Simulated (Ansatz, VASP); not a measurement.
# MgO in VASP and in Ansatz

```
Mg O
1.0
     2.09298    0.00000    0.00000
     0.00000    2.09298    0.00000
     0.00000    0.00000    2.09298
Mg O
1 1
Direct
  0.00000 0.00000 0.00000
  0.50000 0.50000 0.50000
```

Alike in both runs: task single point; functional PBE; k mesh 12 × 12 × 12; no spin polarisation.

|  | VASP | Ansatz |
| --- | --- | --- |
| version | VASP 6.6.1 | Ansatz 0.2.0 |
| potentials or method | VASP PAW PBE potentials, release 64 (Mg, O) | scalar-relativistic, plane waves, norm-conserving pseudopotentials |
| plane-wave cutoff (eV) | 600 | 1240 |
| occupations | gaussian, width 0.01 eV | fixed |
| valence electrons in the cell | 8 | 16 |

Ansatz gave:

```
gap on the k mesh at the Fermi level (eV) : 7.55
least direct gap on the mesh (eV)         : 7.55
```

Task: Estimate VASP's values.

Result: gap on the k mesh at the Fermi level (eV): 7.54; least direct gap on the mesh (eV): 7.54.

VASP's potentials hold 8 valence electrons a cell and Ansatz's 16, so a difference there can come from the potentials and not from the codes.
